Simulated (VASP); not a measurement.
Input of a VASP 6.6.1 run:

File POSCAR:

```
Ba2SeO
1.0
    2.1352816666      1.2328054450      7.1032797556
   -2.1352816666      1.2328054450      7.1032797556
    0.0000000000     -2.4656108900      7.1032797556
O Se Ba
1 1 2
Direct
    1.0000000000      0.0000000000      0.0000000000
    0.5000000000      0.5000000000      0.5000000000
    0.2637296068      0.2637296068      0.2637296068
    0.7362703932      0.7362703932      0.7362703932
```

INCAR.step1

```
SYSTEM = Ba2SeO
  ALGO = Normal
  EDIFF = 1E-4
  ENCUT = 520
  GGA = PE
  ISMEAR = 0
  LASPH = .True.
  LCHARG = .False.
  LREAL = .False.
  LWAVE = .True.
  NBANDS = 24
  NELM = 100
  PREC = Accurate
  SIGMA = 0.01
```

File INCAR.step2:

```
SYSTEM = Ba2SeO
  ALGO = Normal
  EDIFF = 1E-7
  ENCUT = 520
  ISIF = 2
  ISMEAR = 0
  ISTART = 1
  LASPH = .True.
  LCHARG = .True.
  LELF = .True.
  LMIXTAU = .True.
  LREAL = .False.
  LVHAR = .True.
  LWAVE = .False.
  METAGGA = R2SCAN
  NBANDS = 24
  NELM = 100
  PREC = Accurate
  SIGMA = 0.01
```

Contents of KPOINTS:

```
k-points
0
Gamma
  6 6 6
  0 0 0
```

Potentials or basis: VASP PAW PBE potentials, release 64 (O, Se, Ba_sv).

Run with:

```bash
$ cat potpaw_PBE.64/O/POTCAR potpaw_PBE.64/Se/POTCAR potpaw_PBE.64/Ba_sv/POTCAR > POTCAR
$ cp INCAR.step1 INCAR
$ mpirun -np 1 vasp_std > vasp.out
$ cp INCAR.step2 INCAR
$ mpirun -np 1 vasp_std > vasp.out
```

Predict the pressure.

0.9 GPa.

Estimate the largest force.

0.031 eV/Å.

Estimate the band gap on the k mesh.

2.00 eV (least direct gap 2.26 eV).

Forces on the atoms (eV/Å):
```
O    0.000  0.000  0.000
Se   0.000  0.000  0.000
Ba   0.000  0.000 -0.031
Ba   0.000  0.000  0.031
```

Caveat: the PAW data sets were made with another functional, which shifts forces and pressure a little; spin-orbit coupling is left out, which moves the levels of the heavy elements. A k mesh can miss the band edges.
